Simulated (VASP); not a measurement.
# Al16N15F (a cell with a defect) in VASP: single point with r2SCAN

Aim: the single point of Al16N15F (a cell with a defect) with r2SCAN.

Everything below comes from runs of VASP 6.6.1. Logs are shortened: lines on timing, memory, paths and dates and some standing lists are left out, and cuts for length are marked.

### Step 1. The cell of the first run

The cell holds a defect, 32 atoms: a = 6.260 Å, b = 6.260 Å, c = 10.035 Å, α = 90.00°, β = 90.00°, γ = 120.00°.

### Step 2. Single point, r2SCAN, collinear spin

Contents of POSCAR:

```
Al16N15F
1.0
    6.2595139128      0.0000000578      0.0000000000
   -3.1297570064      5.4208980350      0.0000000000
    0.0000000000      0.0000000000     10.0348065929
Al N F
16 15 1
Direct
    0.3305033290      0.1635023281      0.2500798298
    0.1701903232      0.3367689689      0.5019891045
    0.3395144760      0.1747453844      0.7539442769
    0.1696574396      0.3360183941      1.0020820807
    0.3326857239      0.6671104449      0.2512879955
    0.1825727045      0.8459180026      0.5117649783
    0.3394703970      0.6675833906      0.7539727472
    0.1720843597      0.8366946564      0.9980198221
    0.8354539201      0.1675319660      0.2475387003
    0.6560961721      0.3120173645      0.5045721996
    0.8420852687      0.1725888053      0.7517555654
    0.6663863758      0.3301228785      0.9972648368
    0.8263574107      0.6607332926      0.2191283409
    0.6676115356      0.8465394733      0.5060803281
    0.8440516022      0.6740126874      0.7512569382
    0.6673614241      0.8379274453      0.9976172781
    0.3338858922      0.1674974542      0.4406117752
    0.1696372780      0.3334323380      0.1920583217
    0.3340422764      0.1709281257      0.9415419173
    0.1736753617      0.3364649453      0.6904827699
    0.3364686469      0.6736629774      0.4424878002
    0.1653992919      0.8297961125      0.1907751891
    0.3345313422      0.6684925614      0.9418211265
    0.1823959419      0.8411535468      0.6984489627
    0.8364539557      0.1729048780      0.4386458482
    0.6628953012      0.3235292383      0.1870854546
    0.8366364636      0.1710095901      0.9395437272
    0.6748053919      0.3391038139      0.6898193119
    0.6660816381      0.8351076800      0.1883940136
    0.8340173937      0.6692518865      0.9431345529
    0.6738118757      0.8355674097      0.6920652559
    0.7342365931      0.6054003904      0.4061634622
```

Contents of INCAR.step1:

```
SYSTEM = Al16N15F
ALGO = Normal ; EDIFF = 1E-4
ENCUT = 520 ; GGA = PE
ISMEAR = -1 ; ISPIN = 2
LASPH = .TRUE. ; LCHARG = .FALSE.
LREAL = Auto ; LWAVE = .TRUE.
MAGMOM = 0 0 0 0 0 0.06 0 0 0 0.01 0 0 0 0.02 0 0 0.06 0 0 0 0.02 0 0 0.07 0.02 0 0 0.02 0 0 0.03 0.08 ; NBANDS = 91
NELECT = 129.0 ; NELM = 150
NUPDOWN = 1.0 ; PREC = Accurate
SIGMA = 0.01
```

Contents of INCAR.step2:

```
SYSTEM = Al16N15F
ALGO = Normal ; EDIFF = 1E-6
ENCUT = 520 ; ISIF = 2
ISMEAR = -1 ; ISPIN = 2
ISTART = 1 ; LASPH = .TRUE.
LCHARG = .FALSE. ; LMIXTAU = .TRUE.
LORBIT = 11 ; LREAL = Auto
LWAVE = .FALSE. ; MAGMOM = 0 0 0 0 0 0.06 0 0 0 0.01 0 0 0 0.02 0 0 0.06 0 0 0 0.02 0 0 0.07 0.02 0 0 0.02 0 0 0.03 0.08
METAGGA = R2SCAN ; NBANDS = 91
NELECT = 129.0 ; NELM = 150
NUPDOWN = 1.0 ; PREC = Accurate
SIGMA = 0.01
```

Contents of KPOINTS:

```
Automatic mesh
0
Gamma
  1 1 1
  0.25 0.25 0.25
```

Potentials or basis: VASP PAW PBE potentials, release 64 (Al, N, F).

Command:

```bash
> cat potpaw_PBE.64/Al/POTCAR potpaw_PBE.64/N/POTCAR potpaw_PBE.64/F/POTCAR > POTCAR
> cp INCAR.step1 INCAR
> mpirun -np 1 vasp_std > vasp.out
> cp INCAR.step2 INCAR
> mpirun -np 1 vasp_std > vasp.out
```

OUTCAR:

```text
SYSTEM = Al16N15F
   EDIFF = 1E-6
   ENCUT = 520
   ISIF = 2
   ISMEAR = -1
   ISPIN = 2
   ISTART = 1
   LASPH = .TRUE.
   LORBIT = 11
   LREAL = Auto
   METAGGA = R2SCAN
   NELECT = 129.0
   NELM = 150
   NUPDOWN = 1.0
   PREC = Accurate

 ion  position               nearest neighbor table
   1  0.331  0.164  0.250-  18 1.89  22 1.90  26 1.91  17 1.91   4 3.08   8 3.09  10 3.11   2 3.11
                             9 3.11   5 3.11  12 3.12  13 3.12   6 3.14   5 3.15   9 3.15  13 3.17
   2  0.170  0.337  0.502-  20 1.89  17 1.91  25 1.92  21 1.92  11 3.07   5 3.09   7 3.10   3 3.10
                            14 3.11   1 3.11   6 3.11  10 3.12   9 3.13  10 3.14   6 3.15  14 3.15
   3  0.340  0.175  0.754-  19 1.88  20 1.89  24 1.89  28 1.93   6 3.01  12 3.02  10 3.04   8 3.06
                             4 3.07   7 3.09   2 3.10  11 3.11  15 3.12  15 3.14  11 3.15   7 3.17
   4  0.170  0.336  0.002-  19 1.89  23 1.90  18 1.91  27 1.91   9 3.06   3 3.07   7 3.07   1 3.08
                            11 3.08   5 3.08   8 3.13  12 3.13  16 3.13  16 3.13  12 3.13   8 3.13
   5  0.333  0.667  0.251-  22 1.89  18 1.90  29 1.91  21 1.92   4 3.08   2 3.09   8 3.11   1 3.11
                             9 3.12  16 3.13  13 3.13  14 3.14   9 3.14   1 3.15   6 3.17  13 3.17
   6  0.183  0.846  0.512-  24 1.87  17 1.88  21 1.90  10 2.94   3 3.01  15 3.02  14 3.03   7 3.04
                             2 3.11   1 3.14   2 3.15   5 3.17  14 3.23  10 3.32
   7  0.339  0.668  0.754-  24 1.88  23 1.89  20 1.90  31 1.92  16 3.02   6 3.04   8 3.05  14 3.06
                             4 3.07   3 3.09   2 3.10  11 3.11  15 3.12  15 3.14  11 3.15   3 3.17
   8  0.172  0.837  0.998-  23 1.88  19 1.90  30 1.91  22 1.93  13 2.90  15 3.05   7 3.05   3 3.06
                             1 3.09  12 3.09  16 3.10   5 3.11   4 3.13   4 3.13  16 3.16  12 3.17
   9  0.835  0.168  0.248-  26 1.88  18 1.90  29 1.90  25 1.92   4 3.06  16 3.08  12 3.09   1 3.11
                             5 3.12  10 3.12  14 3.12  13 3.13   2 3.13   5 3.14   1 3.15  13 3.16
  10  0.656  0.312  0.505-  25 1.86  17 1.86  28 1.86  32 1.92   6 2.94  14 2.95   3 3.04  11 3.05
                             1 3.11   9 3.12   2 3.12   2 3.14  15 3.16  14 3.31   6 3.32
  11  0.842  0.173  0.752-  27 1.88  20 1.90  28 1.91  31 1.92  14 3.03  10 3.05  12 3.06  16 3.06
                             2 3.07   4 3.08   7 3.11   3 3.11  15 3.13  15 3.13   3 3.15   7 3.15
  12  0.666  0.330  0.997-  27 1.88  19 1.89  26 1.91  30 1.92  13 2.86   3 3.02  11 3.06  16 3.08
                             9 3.09   8 3.09  15 3.09   1 3.12   4 3.13   4 3.13   8 3.17  16 3.18
  13  0.826  0.661  0.219-  29 1.84  26 1.86  22 1.86  32 1.94  12 2.86  16 2.87   8 2.90   1 3.12
                             5 3.13   9 3.13   9 3.16   5 3.17   1 3.17
  14  0.668  0.847  0.506-  31 1.87  25 1.89  21 1.91  32 2.02  10 2.95  11 3.03   6 3.03   7 3.06
                            15 3.10   2 3.11   9 3.12   5 3.14   2 3.15   6 3.23  10 3.31
  15  0.844  0.674  0.751-  31 1.89  24 1.91  28 1.92  30 1.93   6 3.02   8 3.05  16 3.09  12 3.09
                            14 3.10   3 3.12   7 3.12  11 3.13  11 3.13   7 3.14   3 3.14  10 3.16
  16  0.667  0.838  0.998-  23 1.89  27 1.90  30 1.90  29 1.91  13 2.87   7 3.02  11 3.06   9 3.08
                            12 3.08  15 3.09   8 3.10   5 3.13   4 3.13   4 3.13   8 3.16  12 3.18
  17  0.334  0.167  0.441-  10 1.86   6 1.88   2 1.91   1 1.91
  18  0.170  0.333  0.192-   1 1.89   9 1.90   5 1.90   4 1.91
  19  0.334  0.171  0.942-   3 1.88   4 1.89  12 1.89   8 1.90
  20  0.174  0.336  0.690-   3 1.89   2 1.89  11 1.90   7 1.90
  21  0.336  0.674  0.442-   6 1.90  14 1.91   5 1.92   2 1.92
  22  0.165  0.830  0.191-  13 1.86   5 1.89   1 1.90   8 1.93
  23  0.335  0.668  0.942-   8 1.88   7 1.89  16 1.89   4 1.90
  24  0.182  0.841  0.698-   6 1.87   7 1.88   3 1.89  15 1.91
  25  0.836  0.173  0.439-  10 1.86  14 1.89   2 1.92   9 1.92
  26  0.663  0.324  0.187-  13 1.86   9 1.88  12 1.91   1 1.91
  27  0.837  0.171  0.940-  12 1.88  11 1.88  16 1.90   4 1.91
  28  0.675  0.339  0.690-  10 1.86  11 1.91  15 1.92   3 1.93
  29  0.666  0.835  0.188-  13 1.84   9 1.90   5 1.91  16 1.91
  30  0.834  0.669  0.943-  16 1.90   8 1.91  12 1.92  15 1.93
  31  0.674  0.836  0.692-  14 1.87  15 1.89   7 1.92  11 1.92
  32  0.734  0.605  0.406-  10 1.92  13 1.94  14 2.02

  LATTYP: Found a hexagonal cell.
 ALAT       =     6.2595139128
 C/A-ratio  =     1.6031287306

  Lattice vectors:

 A1 = (   6.2595139128,   0.0000000578,   0.0000000000)
 A2 = (  -3.1297570064,   5.4208980350,   0.0000000000)
 A3 = (   0.0000000000,   0.0000000000,  10.0348065929)

Analysis of symmetry for initial positions (statically):
=====================================================================
 Subroutine PRICEL returns:
 Original cell was already a primitive cell.

 Routine SETGRP: Setting up the symmetry group for a
 hexagonal supercell.

 Subroutine GETGRP returns: Found  1 space group operations
 (whereof  1 operations were pure point group operations)
 out of a pool of 24 trial point group operations.

The static configuration has the point symmetry C_1 .

Analysis of symmetry for dynamics (positions and initial velocities):
=====================================================================
 Subroutine PRICEL returns:
 Original cell was already a primitive cell.

 Routine SETGRP: Setting up the symmetry group for a
[... 167 lines left out ...]
   ISIF   =      2    stress and relaxation
   ISYM   =      2    0-nonsym 1-usesym 2-fastsym
   POTIM  = 0.5000    time-step for ionic-motion
   TEBEG  =    0.0;   TEEND  =   0.0 temperature during run
   PSTRESS=    0.0 pullay stress
   NELECT =     129.0000    total number of electrons
   NUPDOWN=       1.0000    fix difference up-down
   EMIN   =  10.00;   EMAX   =-10.00  energy-range for DOS
   EFERMI =   0.00;   METHOD = LEGACY
   ISMEAR =    -1;   SIGMA  =   0.01  broadening in eV -4-tet -1-fermi 0-gaus
   EFERMI_NEDOS =   21; number of points for ismear=-14 and -15
   IALGO  =     38    algorithm
   IMIX   =      4    mixing-type and parameters
     AMIX     =   0.40;   BMIX     =  1.00
     AMIX_MAG =   1.60;   BMIX_MAG =  1.00
  volume/ion in A,a.u.               =      10.64        71.81
  Fermi-wavevector in a.u.,A,eV,Ry     =   1.184580  2.238532 19.092105  1.403230
  Thomas-Fermi vector in A             =   2.320791
   LORBIT       =     11    0 simple, 1 ext, 2 COOP (PROOUT), +10 PAW based schemes
   METAGGA = R2SCAN    functional components
   LHFCALC =     F    Hartree Fock is set to
   AEXX    =    0.0000 exact exchange contribution
   IVDW    =     0    specifies the selected vdW correction
   LEPSILON=     F    determine dielectric tensor
   LRPA    =     F    only Hartree local field effects (RPA)
 spin polarized calculation
  energy-cutoff  :      520.00
  volume of cell :      340.50
 maximum number of plane-waves:      9148
 NGX is ok and might be reduce to    48
   NGX = 23   NGY = 23   NGZ = 37

 number of electron     129.0000002 magnetization       1.0000000

 Free energy of the ion-electron system (eV)
  ---------------------------------------------------
  ext. energy  EPLUGINS =         0.00000000
  ---------------------------------------------------
  free energy    TOTEN  =      -310.76626202 eV

  energy without entropy =     -310.76626202  energy(sigma->0) =     -310.76626202

 E-fermi :   5.6051     XC(G=0): -11.2777

 val. band max:        8.4896316681   @ k =   0.5000  -0.2500   0.2500
 cond. band min:      10.1698029223   @ k =   0.2500   0.2500   0.2500
 fundamental gap:      1.6801712542
 Fermi energy:         8.7279118279

 spin component 1

 k-point     1 :       0.2500    0.2500    0.2500
  band No.  band energies     occupation
      1     -21.1272      1.00000
      2      -9.5399      1.00000
      3      -9.1992      1.00000
      4      -9.0050      1.00000
      5      -8.8406      1.00000
      6      -8.6448      1.00000
[... 463 lines left out ...]
     75      13.2028      0.00000
     76      13.3272      0.00000
 Fermi energy:         5.6051469522

 spin component 2

 k-point     1 :       0.2500    0.2500    0.2500
  band No.  band energies     occupation
      1     -20.9678      1.00000
      2      -9.5096      1.00000
      3      -9.1751      1.00000
      4      -8.9719      1.00000
      5      -8.8145      1.00000
      6      -8.6240      1.00000
[... 463 lines left out ...]
     75      13.2463      0.00000
     76      13.4110      0.00000
 [bands above 76 left out]

------------------------ aborting loop because EDIFF is reached ----------------------------------------

  FORCE on cell =-STRESS in cart. coord.  units (eV):
  Direction    XX          YY          ZZ          XY          YZ          ZX
  --------------------------------------------------------------------------------------
  -------------------------------------------------------------------------------------
  Total      -17.5455613    -18.5451617     -8.9265894      0.2517923      1.9844756      2.4499195
  in kB      -82.5575872    -87.2610330    -42.0025138      1.1847650      9.3376047     11.5276701
  external PRESSURE =     -70.6070447 kB  Pullay stress =       0.0000000 kB

 VOLUME and BASIS-vectors are now :
 -----------------------------------------------------------------------------
  energy-cutoff  :      520.00
  volume of cell :      340.50
      direct lattice vectors                 reciprocal lattice vectors
     6.259513913  0.000000058  0.000000000     0.159756813  0.092235641  0.000000000
    -3.129757006  5.420898035  0.000000000    -0.000000002  0.184471279  0.000000000
     0.000000000  0.000000000 10.034806593     0.000000000  0.000000000  0.099653141

 POSITION                                       TOTAL-FORCE (eV/Angst)
 -----------------------------------------------------------------------------------
      1.55707      0.88633      2.50950         0.122461     -0.031780     -0.000941
      0.01130      1.82559      5.03736        -0.051869      0.070028      0.006508
      1.57828      0.94728      7.56569         0.106435     -0.114170      0.034640
      0.01032      1.82152      0.02089        -0.109413      0.070602      0.013236
     -0.00544      3.61634      2.52163         0.128711     -0.058803      0.019207
     -1.50470      4.58564      5.13546         0.101312      0.080605      0.163966
[... 24 lines left out ...]
      1.60261      4.52953      6.94474        -0.149783      0.115218     -0.097915
      2.70121      3.28181      4.07577        -0.090585      0.066456     -0.061357
 -----------------------------------------------------------------------------------
    total drift:                                0.012568     -0.007371      0.054584

  FREE ENERGIE OF THE ION-ELECTRON SYSTEM (eV)
  ---------------------------------------------------
  free  energy   TOTEN  =      -310.7662620215 eV

  energy  without entropy=     -310.7662620215  energy(sigma->0) =     -310.76626202

 total charge

# of ion       s       p       d       tot
------------------------------------------
    1        0.367   0.429   0.000   0.796
    2        0.365   0.425   0.000   0.790
    3        0.370   0.439   0.000   0.809
    4        0.368   0.433   0.000   0.801
    5        0.366   0.427   0.000   0.793
    6        0.389   0.431   0.000   0.820
[... 24 lines left out ...]
   31        1.239   2.628   0.000   3.867
   32        1.755   4.427   0.000   6.182
--------------------------------------------------
tot         26.208  50.893   0.000  77.100

 magnetization (x)

# of ion       s       p       d       tot
------------------------------------------
    1       -0.000  -0.000   0.000  -0.001
    2       -0.000  -0.001   0.000  -0.001
    3        0.000   0.002   0.000   0.002
    4        0.000   0.000   0.000   0.000
    5       -0.000  -0.000   0.000  -0.000
    6        0.045   0.077   0.000   0.123
[... 24 lines left out ...]
   31        0.004   0.023   0.000   0.027
   32        0.014   0.056   0.000   0.070
--------------------------------------------------
tot          0.095   0.340   0.000   0.434
```

It took 18 min on 1 thread of Intel Xeon 6975P-C (Granite Rapids), shared host; peak memory 0.78 GiB.

What came out:

```yaml
Free_energy: -310.7663 eV
Largest_force: 0.310 eV/Å
Net_moment: 1.00 μB per cell
Site_moments: Al -0.00, +0.00, +0.12, +0.01, +0.02 (each value once); N +0.04, -0.00, +0.00, +0.03, +0.01, +0.06, +0.02 (each value once); F +0.07 μB
Valence_electrons_inside_the_program's_atomic_spheres: Al 0.80, 0.79, 0.81, 0.82, 0.76 (each value once); N 3.88, 3.89, 3.86, 3.87 (each value once); F 6.18
```

Forces in eV/Å, atoms in the order of the input:
```
Al   0.122 -0.032 -0.001
Al  -0.052  0.070  0.007
Al   0.106 -0.114  0.035
Al  -0.109  0.071  0.013
Al   0.129 -0.059  0.019
Al   0.101  0.081  0.164
Al   0.054 -0.055  0.018
Al  -0.119  0.059 -0.014
Al   0.100 -0.060  0.019
Al  -0.081  0.051 -0.007
Al   0.115 -0.049  0.028
Al  -0.123  0.066  0.030
Al   0.089 -0.145  0.060
Al  -0.109 -0.016 -0.139
Al   0.155 -0.063 -0.022
Al  -0.129  0.056  0.019
N    0.094 -0.004  0.024
N   -0.195  0.074 -0.020
N    0.193 -0.095 -0.016
N   -0.169  0.102  0.009
N    0.226 -0.049  0.007
N   -0.225  0.096 -0.011
N    0.210 -0.085 -0.008
N   -0.113  0.086  0.071
N    0.066 -0.302 -0.016
N   -0.118  0.211 -0.059
N    0.166 -0.126 -0.019
N   -0.156  0.089 -0.045
N   -0.177  0.061  0.008
N    0.188 -0.100  0.006
N   -0.150  0.115 -0.098
F   -0.091  0.066 -0.061
```

Caveat: the k points lie up to 0.58 Å⁻¹ apart; the cell carries a net charge on a neutralising background, which shifts energy and pressure; the cell is charged against a uniform background, so pressure and absolute levels hang on convention; the PAW data sets were made with another functional, which shifts forces and pressure a little; the total moment is fixed, so each spin has its own Fermi level and the state may be an excited one.
